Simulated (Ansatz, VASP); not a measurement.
One calculation of BaTiO3, two programs

```
Ba Ti O
1.0
     4.03864    0.00000    0.00000
     0.00000    2.87473    2.84515
     0.00000   -2.87473    2.84515
Ba Ti O
1 1 3
Direct
  0.00000 0.00000 0.00000
  0.50000 0.51240 0.51240
  0.00000 0.48740 0.48740
  0.50000 0.50524 0.99184
  0.50000 0.99184 0.50524
```

Alike in both runs: task single point; functional PBEsol; k mesh 6 × 6 × 6; occupations gaussian, width 0.02 eV; no spin polarisation.

|  | VASP | Ansatz |
| --- | --- | --- |
| version | VASP 6.6.1 | Ansatz 0.2.0 |
| potentials or method | VASP PAW PBE potentials, release 64 (Ba_sv, Ti_sv, O), cutoff 520 eV | plane waves, PAW |
| valence electrons in the cell | 40 | 40 |

Ansatz gave:

```
pressure (GPa)                                                : -7.9
traceless stress, the component that is largest in VASP (GPa) : 1.48
```

**Question.** Estimate VASP's values.

**Answer.** Pressure (GPa): -6.3; traceless stress, the component that is largest in VASP (GPa): 1.54.

VASP's potentials were made for PBE, not for PBEsol.

Neither program's run includes spin-orbit coupling.
